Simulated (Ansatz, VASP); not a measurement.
# Cs4Sn: VASP beside Ansatz

```xyz
5
Lattice="7.7136 0.0000 0.0000 0.0000 7.7136 0.0000 0.0000 0.0000 7.7136" Properties=species:S:1:pos:R:3 pbc="T T T"
Cs    0.0000    0.0000    0.0000
Cs    3.8568    3.8568    0.0000
Cs    3.8568    0.0000    3.8568
Cs    0.0000    3.8568    3.8568
Sn    3.8568    3.8568    3.8568
```

Change from the starting cell: species swapped into the Mn4N type (Pm-3m, No. 221).

Alike in both runs: functional PBE; k mesh 6 × 6 × 6; occupations gaussian, width 0.1 eV; no spin polarisation.

Ansatz relaxed the structure, and its values are those at the end. VASP's run is a single point on that final structure, the one shown.

|  | VASP | Ansatz |
| --- | --- | --- |
| version | VASP 6.6.1 | Ansatz 0.2.0 |
| potentials or method | VASP PAW PBE potentials, release 64 (Cs_sv, Sn_d), cutoff 520 eV | scalar-relativistic, plane waves, PAW |
| valence electrons in the cell | 50 | 50 |

```tsv
	VASP	Ansatz	Ansatz less VASP
gap on the k mesh at the Fermi level (eV)	none	none	-
pressure (GPa)	0.0	0.0	0.00
```

A gap of «none» marks a metal or a gap that the smearing closes.

Neither program's run includes spin-orbit coupling.
